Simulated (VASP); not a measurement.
# Cd (P6_3/mmc) in VASP: single point with PBEsol

Aim: the single point of Cd with PBEsol.

Program: VASP 6.6.1. These are calculated values, not measurements. Logs are shortened: lines on timing, memory, paths and dates and some standing lists are left out, and cuts for length are marked.

**1. The cell of the first run**

It takes space group P6_3/mmc (No. 194, hexagonal). Conventional cell: a = 2.979 Å, b = 2.979 Å, c = 5.618 Å, α = 90.00°, β = 90.00°, γ = 120.00°. Cd (site symmetry -6m2) has 12 Cd at 2.98 to 3.29 Å within 3.9 Å.

**2. Single point, PBEsol**

The input, INCAR:

```
SYSTEM = Cd
PREC     = Accurate       ! precision mode
ENCUT    = 520            ! plane-wave cutoff, eV
EDIFF    = 1E-6           ! SCF threshold, eV
ISMEAR   = 0              ! smearing method
SIGMA    = 0.15           ! smearing width, eV
LREAL    = .FALSE.        ! projectors in reciprocal space
LASPH    = .TRUE.         ! aspherical terms in the spheres
NELM     = 60             ! most SCF steps
ALGO     = Fast           ! electronic algorithm
ISIF     = 2              ! what is computed and relaxed
LWAVE    = .FALSE.        ! write WAVECAR
LCHARG   = .FALSE.        ! write CHGCAR
GGA      = PS             ! functional
NBANDS   = 19             ! bands
```

The input, KPOINTS:

```
Automatic mesh
0
G
  18 18 8
  0 0 0
```

The input, POSCAR:

```
Cd
1.0
    2.9788725081      0.0000000000      0.0000000000
   -1.4894362540      2.5797792666      0.0000000000
    0.0000000000      0.0000000000      5.6176500000
Cd
2
Direct
    0.3333333333      0.6666666667      0.2500000000
    0.6666666667      0.3333333333      0.7500000000
```

Potentials or basis: VASP PAW PBE potentials, release 64 (Cd).

Command:

```bash
cat potpaw_PBE.64/Cd/POTCAR > POTCAR
mpirun -np 1 vasp_std > vasp.out
```

OUTCAR:

```text
SYSTEM = Cd
   PREC = Accurate
   ENCUT = 520
   EDIFF = 1E-6
   ISMEAR = 0
   LREAL = .FALSE.
   LASPH = .TRUE.
   NELM = 60
   ISIF = 2
   GGA = PS

 ion  position               nearest neighbor table
   1  0.333  0.667  0.250-   2 3.29   2 3.29   2 3.29   2 3.29   2 3.29   2 3.29
   2  0.667  0.333  0.750-   1 3.29   1 3.29   1 3.29   1 3.29   1 3.29   1 3.29

  LATTYP: Found a hexagonal cell.
 ALAT       =     2.9788725081
 C/A-ratio  =     1.8858309594

  Lattice vectors:

 A1 = (   2.9788725081,   0.0000000000,   0.0000000000)
 A2 = (  -1.4894362540,   2.5797792666,   0.0000000000)
 A3 = (   0.0000000000,   0.0000000000,   5.6176500000)

Analysis of symmetry for initial positions (statically):
=====================================================================
 Subroutine PRICEL returns:
 Original cell was already a primitive cell.

 Routine SETGRP: Setting up the symmetry group for a
 hexagonal supercell.

 Subroutine GETGRP returns: Found 24 space group operations
 (whereof 12 operations were pure point group operations)
 out of a pool of 24 trial point group operations.

The static configuration has the point symmetry D_3d.
 The point group associated with its full space group is D_6h.

Analysis of symmetry for dynamics (positions and initial velocities):
=====================================================================
 Subroutine PRICEL returns:
 Original cell was already a primitive cell.

 Routine SETGRP: Setting up the symmetry group for a
 hexagonal supercell.

 Subroutine GETGRP returns: Found 24 space group operations
 (whereof 12 operations were pure point group operations)
 out of a pool of 24 trial point group operations.

The dynamic configuration has the point symmetry D_3d.
 The point group associated with its full space group is D_6h.

 Subroutine INISYM returns: Found 24 space group operations
 (whereof 12 operations are pure point group operations),
 and found     1 'primitive' translations

----------------------------------------------------------------------------------------

                                     Primitive cell

  volume of cell :      43.1707

  direct lattice vectors                    reciprocal lattice vectors
     2.978872508  0.000000000  0.000000000     0.335697482  0.193815032  0.000000000
    -1.489436254  2.579779267  0.000000000     0.000000000  0.387630063  0.000000000
     0.000000000  0.000000000  5.617650000     0.000000000  0.000000000  0.178010378

  length of vectors
     2.978872508  2.978872508  5.617650000     0.387630063  0.387630063  0.178010378

  position of ions in fractional coordinates (direct lattice)
     0.333333333  0.666666667  0.250000000
     0.666666667  0.333333333  0.750000000

  ion indices of the primitive-cell ions
   primitive index   ion index
                 1           1
                 2           2

----------------------------------------------------------------------------------------

 KPOINTS: Automatic mesh

Automatic generation of k-mesh.
 Grid dimensions read from file:
 generate k-points for:   18   18    8

 Generating k-lattice:

  Cartesian coordinates                     Fractional coordinates (reciprocal lattice)
     0.018649860  0.010767502  0.000000000     0.055555556 -0.000000000  0.000000000
     0.000000000  0.021535004  0.000000000     0.000000000  0.055555556  0.000000000
     0.000000000  0.000000000  0.022251297     0.000000000  0.000000000  0.125000000

  Length of vectors
     0.021535004  0.021535004  0.022251297

  Shift w.r.t. Gamma in fractional coordinates (k-lattice)
     0.000000000  0.000000000  0.000000000

 Subroutine IBZKPT returns following result:
 ===========================================

 Found    185 irreducible k-points:

 Following reciprocal coordinates:
            Coordinates               Weight
  0.000000  0.000000  0.000000      1.000000
  0.055556 -0.000000  0.000000      6.000000
  0.111111 -0.000000  0.000000      6.000000
  0.166667  0.000000  0.000000      6.000000
  0.222222 -0.000000  0.000000      6.000000
  0.277778 -0.000000  0.000000      6.000000
[... 16 lines left out ...]
  0.333333  0.111111  0.000000     12.000000
  0.388889  0.111111  0.000000     12.000000
 [... further k-points ...]
   k-points           NKPTS =    185   k-points in BZ     NKDIM =    185   number of bands    NBANDS=     19
   number of dos      NEDOS =    301   number of ions     NIONS =      2
   total plane-waves  NPLWV =  24192
   dimension x,y,z NGX =    24 NGY =   24 NGZ =   42
   dimension x,y,z NGXF=    48 NGYF=   48 NGZF=   84
   ions per type =               2
   NGX,Y,Z   is equivalent  to a cutoff of  13.39, 13.39, 12.43 a.u.
   NGXF,Y,Z  is equivalent  to a cutoff of  26.79, 26.79, 24.86 a.u.
 SYSTEM =  Cd
   PREC   = accura    normal or accurate (medium, high low for compatibility)
   ISTART =      0    job   : 0-new  1-cont  2-samecut
   ICHARG =      2    charge: 1-file 2-atom 10-const
   ISPIN  =      1    spin polarized calculation?
   LNONCOLLINEAR =      F non collinear calculations
   LSORBIT =      F    spin-orbit coupling
   LASPH  =      T    aspherical Exc in radial PAW
   ENCUT  =  520.0 eV  38.22 Ry    6.18 a.u.   5.54  5.54 10.45*2*pi/ulx,y,z
   NELM   =     60;   NELMIN=  2; NELMDL= -5     # of ELM steps
   EDIFF  = 0.1E-05   stopping-criterion for ELM
   LREAL  =      F    real-space projection
   EDIFFG = 0.1E-04   stopping-criterion for IOM
   NSW    =      0    number of steps for IOM
   IBRION =     -1    ionic relax: 0-MD 1-quasi-New 2-CG
   NFREE  =      0    steps in history (QN), initial steepest desc. (CG)
   ISIF   =      2    stress and relaxation
   ISYM   =      2    0-nonsym 1-usesym 2-fastsym
   POTIM  = 0.5000    time-step for ionic-motion
   TEBEG  =    0.0;   TEEND  =   0.0 temperature during run
   PSTRESS=    0.0 pullay stress
   NELECT =      24.0000    total number of electrons
   NUPDOWN=      -1.0000    fix difference up-down
   EMIN   =  10.00;   EMAX   =-10.00  energy-range for DOS
   EFERMI =   0.00;   METHOD = LEGACY
   ISMEAR =     0;   SIGMA  =   0.15  broadening in eV -4-tet -1-fermi 0-gaus
   EFERMI_NEDOS =   21; number of points for ismear=-14 and -15
   IALGO  =     68    algorithm
   IMIX   =      4    mixing-type and parameters
     AMIX     =   0.40;   BMIX     =  1.00
     AMIX_MAG =   1.60;   BMIX_MAG =  1.00
  volume/ion in A,a.u.               =      21.59       145.67
  Fermi-wavevector in a.u.,A,eV,Ry     =   1.346115  2.543789 24.654109  1.812026
  Thomas-Fermi vector in A             =   2.473973
   LORBIT       =      0    0 simple, 1 ext, 2 COOP (PROOUT), +10 PAW based schemes
   GGA     = PS    functional components
   LHFCALC =     F    Hartree Fock is set to
   AEXX    =    0.0000 exact exchange contribution
   IVDW    =     0    specifies the selected vdW correction
   LEPSILON=     F    determine dielectric tensor
   LRPA    =     F    only Hartree local field effects (RPA)
 non-spin polarized calculation
 RMM-DIIS sequential band-by-band and
 Gauss-broadening in eV      SIGMA  =   0.15
  energy-cutoff  :      520.00
  volume of cell :       43.17
 maximum number of plane-waves:      1188
 NGX is ok and might be reduce to    24
   NGX = 11   NGY = 11   NGZ = 21

 number of electron      23.9999993 magnetization

 Free energy of the ion-electron system (eV)
  ---------------------------------------------------
  ext. energy  EPLUGINS =         0.00000000
  ---------------------------------------------------
  free energy    TOTEN  =        -2.39968121 eV

  energy without entropy =       -2.39335551  energy(sigma->0) =       -2.39651836

 E-fermi :   2.8782     XC(G=0): -11.2104

 val. band max:        2.8765210590   @ k =   0.3333   0.3333   0.1250
 cond. band min:       2.8876562714   @ k =   0.3333   0.1111   0.0000
 fundamental gap:      0.0111352125
 Fermi energy:         2.8782055165

 k-point     1 :       0.0000    0.0000    0.0000
  band No.  band energies     occupation
      1      -7.0505      2.00000
      2      -6.7820      2.00000
      3      -6.4037      2.00000
      4      -6.4037      2.00000
      5      -6.3520      2.00000
      6      -6.3520      2.00000
[... 11 lines left out ...]
     18      17.6593      0.00000
     19      18.5158      0.00000

 k-point     2 :       0.0556   -0.0000    0.0000
  band No.  band energies     occupation
      1      -7.0172      2.00000
      2      -6.7482      2.00000
      3      -6.4163      2.00000
      4      -6.3748      2.00000
      5      -6.3638      2.00000
      6      -6.3241      2.00000
[... 11 lines left out ...]
     18      17.6467      0.00000
     19      18.8447      0.00000

 k-point     3 :       0.1111   -0.0000    0.0000
  band No.  band energies     occupation
      1      -6.9317      2.00000
      2      -6.6760      2.00000
      3      -6.4482      2.00000
      4      -6.3865      2.00000
      5      -6.2906      2.00000
      6      -6.2430      2.00000
[... 11 lines left out ...]
     18      17.5310      0.00000
     19      18.7278      0.00000

 k-point     4 :       0.1667    0.0000    0.0000
  band No.  band energies     occupation
      1      -6.8556      2.00000
      2      -6.6138      2.00000
      3      -6.5022      2.00000
      4      -6.3503      2.00000
      5      -6.1591      2.00000
      6      -6.1164      2.00000
[... 11 lines left out ...]
     18      16.6148      0.00000
     19      16.8458      0.00000

 k-point     5 :       0.2222   -0.0000    0.0000
  band No.  band energies     occupation
      1      -6.8733      2.00000
      2      -6.6425      2.00000
      3      -6.4520      2.00000
      4      -6.2766      2.00000
      5      -6.2373      2.00000
      6      -6.0122      2.00000
[... 11 lines left out ...]
     18      15.6103      0.00000
     19      16.1784      0.00000
[... 334 lines left out ...]
      2      -6.6344      2.00000
      3      -6.4609      2.00000
      4      -6.3936      2.00000
      5      -6.2210      2.00000
      6      -6.1784      2.00000
[... 11 lines left out ...]
     18      15.1298      0.00000
     19      15.4870      0.00000

 k-point    22 :       0.2778    0.1111    0.0000
  band No.  band energies     occupation
      1      -6.9204      2.00000
      2      -6.7193      2.00000
      3      -6.6016      2.00000
      4      -6.2708      2.00000
      5      -6.2563      2.00000
      6      -6.0726      2.00000
[... 11 lines left out ...]
     18      14.5144      0.00000
     19      15.0941      0.00000

 k-point    23 :       0.3333    0.1111    0.0000
  band No.  band energies     occupation
      1      -6.9958      2.00000
      2      -6.7914      2.00000
      3      -6.7080      2.00000
      4      -6.3045      2.00000
      5      -6.1474      2.00000
      6      -6.1375      2.00000
[... 11 lines left out ...]
     18      14.0399      0.00000
     19      14.7758      0.00000

 k-point    24 :       0.3889    0.1111    0.0000
  band No.  band energies     occupation
      1      -7.0452      2.00000
      2      -6.8388      2.00000
      3      -6.7738      2.00000
      4      -6.3218      2.00000
      5      -6.1841      2.00000
      6      -6.0790      2.00000
[... 11 lines left out ...]
     18      13.7403      0.00000
     19      14.5795      0.00000

 [... further k-points ...]
[... 5 lines left out ...]
  --------------------------------------------------------------------------------------
  -------------------------------------------------------------------------------------
  Total       -0.3478948     -0.3478948     -0.2382155     -0.0000000      0.0000000     -0.0000000
  in kB      -12.9112827    -12.9112827     -8.8407963     -0.0000000      0.0000000     -0.0000000
  external PRESSURE =     -11.5544539 kB  Pullay stress =       0.0000000 kB

 VOLUME and BASIS-vectors are now :
 -----------------------------------------------------------------------------
  energy-cutoff  :      520.00
  volume of cell :       43.17
      direct lattice vectors                 reciprocal lattice vectors
     2.978872508  0.000000000  0.000000000     0.335697482  0.193815032  0.000000000
    -1.489436254  2.579779267  0.000000000     0.000000000  0.387630063  0.000000000
     0.000000000  0.000000000  5.617650000     0.000000000  0.000000000  0.178010378

 POSITION                                       TOTAL-FORCE (eV/Angst)
 -----------------------------------------------------------------------------------
     -0.00000      1.71985      1.40441        -0.000000     -0.000000      0.000000
      1.48944      0.85993      4.21324         0.000000      0.000000      0.000000
 -----------------------------------------------------------------------------------
    total drift:                                0.000000     -0.000000      0.000000

  FREE ENERGIE OF THE ION-ELECTRON SYSTEM (eV)
  ---------------------------------------------------
  free  energy   TOTEN  =        -2.3996812101 eV

  energy  without entropy=       -2.3933555072  energy(sigma->0) =       -2.39651836
```

Run time: 53 s. Hardware: 1 thread of Intel Xeon Platinum 8488C (Sapphire Rapids), shared host; peak memory 0.24 GiB.

Results:

```
Free energy            : -2.3997 eV
Pressure               : -1.2 GPa
Band gap on the k mesh : zero (band 12 reaches 4.30 eV, above the bottom of band 13 at -0.25 eV)
```

Levels at points of the mesh, in eV from the Fermi level:
| k point | band 9 | band 10 | band 11 | band 12 | band 13 | band 14 | band 15 | band 16 |
| --- | --- | --- | --- | --- | --- | --- | --- | --- |
| (0.00, 0.00, 0.00) | -8.75 | -8.50 | -8.50 | -3.16 | -3.13 | 10.45 | 14.36 | 14.76 |
| (0.50, 0.00, 0.00) | -8.23 | -8.21 | -2.45 | -1.95 | 1.87 | 2.92 | 3.07 | 5.15 |
| (0.00, 0.00, 0.50) | -8.61 | -8.61 | -7.48 | -7.48 | 3.61 | 3.61 | 14.69 | 14.69 |
| (0.50, 0.00, 0.50) | -8.22 | -8.22 | -1.65 | -1.65 | -0.02 | -0.02 | 7.98 | 7.98 |

Caveat: the PAW data sets were made with another functional, which shifts forces and pressure a little.
